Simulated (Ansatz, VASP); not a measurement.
## One calculation of Pt, two programs

The input INCAR:

```
PREC = Accurate ; ENCUT = 520
EDIFF = 1E-7 ; ISMEAR = 0
SIGMA = 0.1 ; LREAL = False
LASPH = True ; NELM = 60
ALGO = Fast ; ISIF = 2
LWAVE = False ; LCHARG = True
GGA = PE ; LELF = True
LVHAR = True ; NBANDS = 22
```

The input KPOINTS:

```
Automatic mesh
0
Gamma
  6 6 4
```

Contents of POSCAR:

```
Pt
1.0
    3.6656485145      0.0000000000      0.0000000000
   -1.8328242573      3.1745447349      0.0000000000
    0.0000000000      0.0000000000      4.1588009468
Pt
3
Direct
    0.2254000000      0.0000000000      0.3333333333
    0.0000000000      0.2254000000      0.6666666667
    0.7746000000      0.7746000000      0.0000000000
```

Input for Ansatz:

```yaml
crystal:
  lattice:
    - [3.6656485145, 0.0, 0.0]
    - [-1.8328242573, 3.1745447349, 0.0]
    - [0.0, 0.0, 4.1588009468]
  atoms:
    - { symbol: Pt, position: [0.2254, 0.0, 0.3333333333] }
    - { symbol: Pt, position: [0.0, 0.2254, 0.6666666667] }
    - { symbol: Pt, position: [0.7746, 0.7746, 0.0] }
basis:
  ecutwfc: 420
kpoints:
  mp_grid: { grid: [6, 6, 4] }
hamiltonian:
  xc: pbe
scf:
  occupations: { method: gaussian, width: 0.1 }
  lower_state_search: "off"
output:
  forces: true
  stress: true
  eigenvalues: true
```

Alike in both runs: task single point; functional PBE; k mesh 6 × 6 × 4; occupations gaussian, width 0.1 eV; no spin polarisation.

```csv
,VASP,Ansatz
version,VASP 6.6.1,Ansatz 0.2.0
potentials or method,"VASP PAW PBE potentials, release 64 (Pt), cutoff 520 eV","scalar-relativistic, plane waves, PAW"
valence electrons in the cell,30,54
```

VASP gave:

| Property | Result |
| --- | --- |
| gap on the k mesh at the Fermi level (eV) | none |
| rms of the force components (eV/Å) | 13.362 |

What did Ansatz give for the same quantities?

gap on the k mesh at the Fermi level (eV): none; rms of the force components (eV/Å): 14.845.

Atom by atom the forces differ by 1.482 eV/Å (rms over components). A gap of «none» marks a metal or a gap that the smearing closes. VASP's potentials hold 30 valence electrons a cell and Ansatz's 54, so a difference there can come from the potentials and not from the codes.

The k mesh is coarse, so the values compare programs but aren't converged. Neither program's run includes spin-orbit coupling.
